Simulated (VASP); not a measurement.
Runs of VASP 6.6.1 on MgO2. The structure is that of space group R-3m (No. 166), or close to it. The cells are those of the table. 

```csv
cell,gap on the mesh (eV),pressure (GPa),largest force (eV/Å)
"a = 4.271 Å, angles 47.9°, 3 atoms",1.05,(a),0.97
"a = 4.027 Å, angles 51.0°, 3 atoms",2.26,-15.0,0.58
"a = 4.148 Å, angles 49.4°, 3 atoms",1.62,-19.0,0.39
"a = 4.113 Å, angles 47.9°, 3 atoms",1.56,-16.0,0.62
"a = 3.906 Å, angles 52.7°, 3 atoms",2.37,-9.3,2.05
"a = 4.237 Å, angles 46.4°, 3 atoms",(c),(b),1.15
"a = 3.990 Å, angles 49.4°, 3 atoms",2.27,-11.1,0.29
"a = 4.204 Å, angles 44.9°, 3 atoms",0.80,-15.3,1.41
```

Alike in all rows: task single point; level PBEsol; potentials or basis VASP PAW PBE potentials, release 64 (Mg, O); no spin polarisation; k mesh 12 × 12 × 12; cutoff (eV) 520; smearing gaussian 0.05 eV.

**Question.** Fill in the values left out.

**Answer.** (a) -21.8; (b) -19.4; (c) 0.95.

Caveats: the cell stands under tension; the PAW data sets were made with another functional, which shifts forces and pressure a little.

A k mesh can miss the band edges.
